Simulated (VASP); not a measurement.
# CdAg (Pm-3m) in VASP: density of states with LDA

Aim: the density of states of CdAg with LDA.

Program: VASP 6.6.1. These are calculated values, not measurements. Logs are shortened: lines on timing, memory, paths and dates and some standing lists are left out, and cuts for length are marked.

## 1. The cell of the first run

It takes space group Pm-3m (No. 221, cubic). Conventional cell: a = 3.330 Å, b = 3.330 Å, c = 3.330 Å, α = 90.00°, β = 90.00°, γ = 90.00°. Within 3.8 Å of Cd (site symmetry m-3m) lie 8 Ag at 2.88 Å and 6 Cd at 3.33 Å. Ag (site symmetry m-3m) has 8 Cd at 2.88 Å and 6 Ag at 3.33 Å within 3.8 Å.

## 2. Density of states, LDA

The input, POSCAR:

```
CdAg
1.0
    3.3300000000      0.0000000000      0.0000000000
    0.0000000000      3.3300000000      0.0000000000
    0.0000000000      0.0000000000      3.3300000000
Cd Ag
1 1
Direct
    0.5000000000      0.5000000000      0.5000000000
    0.0000000000      0.0000000000      0.0000000000
```

The input, INCAR.step1:

```
PREC = Accurate ; ENCUT = 520
EDIFF = 1E-7 ; ISMEAR = -1
SIGMA = 0.01 ; LREAL = False
LASPH = True ; NELM = 80
ALGO = Normal ; ISIF = 2
LWAVE = False ; LCHARG = True
LMAXMIX = 4 ; NBANDS = 18
```

The input, KPOINTS.step1:

```
Automatic mesh
0
Gamma
  4 4 4
  0.5 0.5 0.5
```

The input, INCAR.step2:

```
PREC = Accurate ; ENCUT = 520
EDIFF = 1E-7 ; ISMEAR = -5
SIGMA = 0.01 ; LREAL = False
LASPH = True ; NELM = 80
ALGO = Normal ; ISIF = 2
LWAVE = False ; LCHARG = False
LMAXMIX = 4 ; LORBIT = 11
NEDOS = 2001 ; ICHARG = 11
```

The input, KPOINTS.step2:

```
Automatic mesh
0
Gamma
  6 6 6
```

Potentials or basis: VASP PAW LDA potentials, release 64 (Cd, Ag).

Command:

```sh
> cat potpaw_LDA.64/Cd/POTCAR potpaw_LDA.64/Ag/POTCAR > POTCAR
> cp INCAR.step1 INCAR
> cp KPOINTS.step1 KPOINTS
> mpirun -np 1 vasp_std > vasp.out
> cp INCAR.step2 INCAR
> cp KPOINTS.step2 KPOINTS
> mpirun -np 1 vasp_std > vasp.out
```

OUTCAR:

```text
PREC = Accurate
   ENCUT = 520
   EDIFF = 1E-7
   ISMEAR = -5
   LREAL = False
   LASPH = True
   NELM = 80
   ISIF = 2
   LORBIT = 11
   ICHARG = 11

 ion  position               nearest neighbor table
   1  0.500  0.500  0.500-   2 2.88   2 2.88   2 2.88   2 2.88   2 2.88   2 2.88   2 2.88   2 2.88

   2  0.000  0.000  0.000-   1 2.88   1 2.88   1 2.88   1 2.88   1 2.88   1 2.88   1 2.88   1 2.88

  LATTYP: Found a simple cubic cell.
 ALAT       =     3.3300000000

  Lattice vectors:

 A1 = (   3.3300000000,   0.0000000000,   0.0000000000)
 A2 = (   0.0000000000,   3.3300000000,   0.0000000000)
 A3 = (   0.0000000000,   0.0000000000,   3.3300000000)

Analysis of symmetry for initial positions (statically):
=====================================================================
 Subroutine PRICEL returns:
 Original cell was already a primitive cell.

 Routine SETGRP: Setting up the symmetry group for a
 simple cubic supercell.

 Subroutine GETGRP returns: Found 48 space group operations
 (whereof 48 operations were pure point group operations)
 out of a pool of 48 trial point group operations.

The static configuration has the point symmetry O_h .

Analysis of symmetry for dynamics (positions and initial velocities):
=====================================================================
 Subroutine PRICEL returns:
 Original cell was already a primitive cell.

 Routine SETGRP: Setting up the symmetry group for a
 simple cubic supercell.

 Subroutine GETGRP returns: Found 48 space group operations
 (whereof 48 operations were pure point group operations)
 out of a pool of 48 trial point group operations.

The dynamic configuration has the point symmetry O_h .

 Subroutine INISYM returns: Found 48 space group operations
 (whereof 48 operations are pure point group operations),
 and found     1 'primitive' translations

----------------------------------------------------------------------------------------

                                     Primitive cell

  volume of cell :      36.9260

  direct lattice vectors                    reciprocal lattice vectors
     3.330000000  0.000000000  0.000000000     0.300300300  0.000000000  0.000000000
     0.000000000  3.330000000  0.000000000     0.000000000  0.300300300  0.000000000
     0.000000000  0.000000000  3.330000000     0.000000000  0.000000000  0.300300300

  length of vectors
     3.330000000  3.330000000  3.330000000     0.300300300  0.300300300  0.300300300

[... 93 lines left out ...]
   EFERMI_NEDOS =   21; number of points for ismear=-14 and -15
   IALGO  =     38    algorithm
   IMIX   =      4    mixing-type and parameters
     AMIX     =   0.40;   BMIX     =  1.00
     AMIX_MAG =   1.60;   BMIX_MAG =  1.00
  volume/ion in A,a.u.               =      18.46       124.59
  Fermi-wavevector in a.u.,A,eV,Ry     =   1.398105  2.642036 26.595286  1.954698
  Thomas-Fermi vector in A             =   2.521296
   LORBIT       =     11    0 simple, 1 ext, 2 COOP (PROOUT), +10 PAW based schemes
   GGA     = CA    functional components
   LHFCALC =     F    Hartree Fock is set to
   AEXX    =    0.0000 exact exchange contribution
   IVDW    =     0    specifies the selected vdW correction
   LEPSILON=     F    determine dielectric tensor
   LRPA    =     F    only Hartree local field effects (RPA)
 non-spin polarized calculation
 Fermi weights with tetrahedron method with Bloechl corrections
  energy-cutoff  :      520.00
  volume of cell :       36.93
 maximum number of plane-waves:      1021
 NGX is ok and might be reduce to    28

 number of electron      22.9999997 magnetization

 Free energy of the ion-electron system (eV)
  ---------------------------------------------------
  ext. energy  EPLUGINS =         0.00000000
  ---------------------------------------------------
  free energy    TOTEN  =        -5.45751184 eV

  energy without entropy =       -5.45751184  energy(sigma->0) =       -5.45751184

 E-fermi :   5.5410     XC(G=0): -12.1870

 val. band max:        5.6949369306   @ k =   0.3333   0.3333   0.0000
 cond. band min:       5.5567756672   @ k =   0.5000   0.3333   0.3333
 fundamental gap:     -0.1381612634
 Fermi energy:         5.5409692682

 k-point     1 :       0.0000    0.0000    0.0000
  band No.  band energies     occupation
      1      -3.7728      2.00000
      2      -3.7728      2.00000
      3      -3.2366      2.00000
      4      -3.0617      2.00000
      5      -3.0617      2.00000
      6      -3.0617      2.00000
      7       0.4336      2.00000
      8       0.4336      2.00000
      9       1.3171      2.00000
     10       1.3171      2.00000
     11       1.3171      2.00000
     12      10.5774      0.00000
     13      10.5774      0.00000
     14      10.5774      0.00000
[... 329 lines left out ...]
      2      -3.5469      2.00000
      3      -3.5469      2.00000
      4      -2.6480      2.00000
      5      -2.6480      2.00000
      6      -0.1654      2.00000
      7      -0.1654      2.00000
      8      -0.1654      2.00000
      9       1.5933      2.00000
     10       1.5933      2.00000
     11       7.8620     -0.16517
     12       9.7744      0.00000
     13       9.7744      0.00000
     14       9.7744      0.00000
     15       9.9177      0.00000

------------------------ aborting loop because EDIFF is reached ----------------------------------------

  FORCE on cell =-STRESS in cart. coord.  units (eV):
  Direction    XX          YY          ZZ          XY          YZ          ZX
  --------------------------------------------------------------------------------------
  -------------------------------------------------------------------------------------
  Total       -1.6997553     -1.6997553     -1.6997553      0.0000000     -0.0000000      0.0000000
  in kB      -73.7503841    -73.7503841    -73.7503841      0.0000000     -0.0000000      0.0000000
  external PRESSURE =     -73.7503841 kB  Pullay stress =       0.0000000 kB

 VOLUME and BASIS-vectors are now :
 -----------------------------------------------------------------------------
  energy-cutoff  :      520.00
  volume of cell :       36.93
      direct lattice vectors                 reciprocal lattice vectors
     3.330000000  0.000000000  0.000000000     0.300300300  0.000000000  0.000000000
     0.000000000  3.330000000  0.000000000     0.000000000  0.300300300  0.000000000
     0.000000000  0.000000000  3.330000000     0.000000000  0.000000000  0.300300300

 POSITION                                       TOTAL-FORCE (eV/Angst)
 -----------------------------------------------------------------------------------
      1.66500      1.66500      1.66500         0.000000      0.000000      0.000000
      0.00000      0.00000      0.00000         0.000000      0.000000      0.000000
 -----------------------------------------------------------------------------------
    total drift:                                0.000000      0.000000      0.000000

  FREE ENERGIE OF THE ION-ELECTRON SYSTEM (eV)
  ---------------------------------------------------
  free  energy   TOTEN  =        -5.4575118396 eV

  energy  without entropy=       -5.4575118396  energy(sigma->0) =       -5.45751184

 total charge

# of ion       s       p       d       tot
------------------------------------------
    1        0.497   0.350   9.484  10.330
    2        0.418   0.321   9.138   9.877
--------------------------------------------------
tot          0.915   0.671  18.622  20.207
```

OUTCAR.step1:

```text
PREC = Accurate
   ENCUT = 520
   EDIFF = 1E-7
   ISMEAR = -1
   LREAL = False
[... 283 lines left out ...]
      1.66500      1.66500      1.66500         0.000000      0.000000      0.000000
      0.00000      0.00000      0.00000         0.000000      0.000000      0.000000
 -----------------------------------------------------------------------------------
    total drift:                                0.000000      0.000000      0.000000

  FREE ENERGIE OF THE ION-ELECTRON SYSTEM (eV)
  ---------------------------------------------------
  free  energy   TOTEN  =        -5.2427226803 eV

  energy  without entropy=       -5.2379488240  energy(sigma->0) =       -5.24033575
```

It took 6.7 s on 1 thread of AMD EPYC 9R45 (Zen 5), shared host; peak memory 0.11 GiB.

Results:

```yaml
Valence_electrons_inside_the_program's_atomic_spheres: Cd 10.33; Ag 9.88
```

Levels at points of the mesh, in eV from the Fermi level:
| k point | band 9 | band 10 | band 11 | band 12 | band 13 | band 14 |
| --- | --- | --- | --- | --- | --- | --- |
| (0.00, 0.00, 0.00) | -4.22 | -4.22 | -4.22 | 5.04 | 5.04 | 5.04 |
| (0.50, 0.00, 0.00) | -4.90 | -4.67 | -4.40 | -2.80 | 10.34 | 10.34 |
| (0.50, 0.50, 0.00) | -4.32 | -3.97 | -1.39 | -1.39 | 1.43 | 1.90 |
| (0.50, 0.50, 0.50) | -3.95 | -3.95 | 2.32 | 4.23 | 4.23 | 4.23 |

Caveat: the k points lie up to 0.47 Å⁻¹ apart; tetrahedron occupations give inexact forces and stress in metals.
